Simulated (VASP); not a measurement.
PbI2:

```
Pb I
1.0
     4.56387    0.00000    0.00000
    -2.28193    3.95242    0.00000
     0.00000    0.00000    7.04671
Pb I
1 2
Direct
  0.00000 0.00000 0.00000
  0.66667 0.33333 0.73325
  0.33333 0.66667 0.26675
```

Base run:

```yaml
Program: VASP 6.6.1
Functional: r2SCAN
Potentials_or_basis: VASP PAW PBE potentials, release 64 (Pb_d, I)
Cutoff: 550 eV
k_mesh: 6 × 6 × 4
Occupations: gaussian, width 0.01 eV
Spin: no spin polarisation
```

Its results: band gap on the k mesh 2.62 eV; pressure 0.7 GPa; largest force 0.005 eV/Å.

**Question.** The run is repeated on the same cell with these changes: functional from r2SCAN to PBE; cutoff from 550 eV to 500 eV; occupations from gaussian, width 0.01 eV to fermi-dirac, width 0.02 eV. What comes out?

**Answer.** Band gap on the k mesh 2.23 eV; pressure 1.2 GPa; largest force 0.046 eV/Å.

Caveats: spin-orbit coupling is left out, which moves the levels of the heavy elements; the PAW data sets were made with another functional, which shifts forces and pressure a little (at least some runs); this functional lacks dispersion, which binds layers or chains, so the pressure and a relaxed spacing across them are unreliable (at least some runs).

A k mesh can miss the band edges.
